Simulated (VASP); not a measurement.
GeBiO4, 6 atoms in the cell. It takes space group Cmmm (No. 65, orthorhombic). Conventional cell: a = 5.319 Å, b = 5.872 Å, c = 4.760 Å, α = 90.00°, β = 90.00°, γ = 90.00°. Within 2.6 Å of Ge (site symmetry mmm) lie 8 O at 1.98 to 2.53 Å. Within 2.8 Å of Bi (site symmetry mmm) lie 6 O at 2.08 to 2.79 Å. Within 2.3 Å of O (site symmetry m2m) lie 1 O at 1.71 Å and 1 Bi at 2.08 Å. Within 2.8 Å of O (site symmetry 2/m) lie 2 Ge at 1.98 Å and 6 O at 2.66 to 2.79 Å. The cell was generated, and may not be a known phase.

| Property | Result |
| --- | --- |
| Program | VASP 6.6.1 |
| Task | relaxation of cell and atoms |
| Functional | PBE |
| Potentials or basis | VASP PAW PBE potentials, release 64 (Ge_d, Bi_d, O) |
| Cutoff | 600 eV |
| k mesh | 10 × 10 × 8 |
| Occupations | gaussian, width 0.1 eV |
| Spin | no spin polarisation |
| Dipole correction | no |
| Further INCAR settings | ALGO = Normal; EDIFF = 1e-06; IBRION = 2; EDIFFG = -0.01; NSW = 100; ISIF = 3 |

Potentials or basis: VASP PAW PBE potentials, release 64 (Ge_d, Bi_d, O).

Run with:

```console
$ cat potpaw_PBE.64/Ge_d/POTCAR potpaw_PBE.64/Bi_d/POTCAR potpaw_PBE.64/O/POTCAR > POTCAR
$ mpirun -np 1 vasp_std > vasp.out
```

Hardware: 1 thread of Intel Xeon 8259CL, on a shared host.

Problem. How long does it take, and how much memory?

Solution. Run time: 22 min on 1 thread of Intel Xeon 8259CL, with other jobs on the host, peak memory 0.51 GiB. Counts: scf iterations 50, k points 155, ion steps 7.
